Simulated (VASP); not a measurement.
Input of a VASP 6.6.1 run:

Contents of INCAR:

```
SYSTEM = C19O
PREC = Accurate
ENCUT = 520
EDIFF = 1E-7
ISMEAR = 0
SIGMA = 0.02
LREAL = Auto
LASPH = .TRUE.
NELM = 80
ALGO = Normal
ISIF = 2
LWAVE = .FALSE.
LCHARG = .FALSE.
GGA = PE
NBANDS = 57
```

Contents of KPOINTS:

```
regular mesh
0
G
  2 2 1
  0 0 0
```

POSCAR

```
C19O
1.0
    7.3980000272      0.0000000157      0.0000000000
   -3.6990000000      6.4068559686      0.0000000000
    0.0000000000      0.0000000000     12.0000000000
C O
19 1
Direct
    0.0328751708      0.0334924867      0.0603758407
    0.2557463328      0.1438831131      0.0617749093
    0.0401749988      0.3596291386      0.0991205062
    0.2621958017      0.4792147334      0.0707922167
    0.0347702919      0.7066402432      0.0707922167
    0.2549666021      0.8112059059      0.0673429424
    0.3658066709      0.0338468297      0.0628928207
    0.5884547331      0.1446772355      0.0675121862
    0.3661928562      0.3667459647      0.0603123306
    0.5890480452      0.4773196123      0.0603758407
    0.3667614644      0.6994110436      0.0673429424
    0.5894023882      0.8102511124      0.0628928207
    0.7002327940      0.0328991746      0.0675121862
    0.9204237734      0.1375023423      0.0710076626
    0.6930579008      0.3648682149      0.0710076626
    0.9151846971      0.4846194403      0.0991205062
    0.6994386716      0.7001907743      0.0617749093
    0.9223015232      0.8106372977      0.0603123306
   -0.0216130984      0.4228313431      0.2026349758
   -0.0198660875      0.4245783540      0.3026021336
```

Potentials or basis: VASP PAW PBE potentials, release 64 (C, O).

The run is started by

```sh
$ cat potpaw_PBE.64/C/POTCAR potpaw_PBE.64/O/POTCAR > POTCAR
$ mpirun -np 1 vasp_std > vasp.out
```

(1) Estimate the band gap on the k mesh.

(2) Predict the largest force.

Results:

(1) 0.16 eV.

(2) 0.520 eV/Å.

Caveat: the k points lie up to 0.49 Å⁻¹ apart.
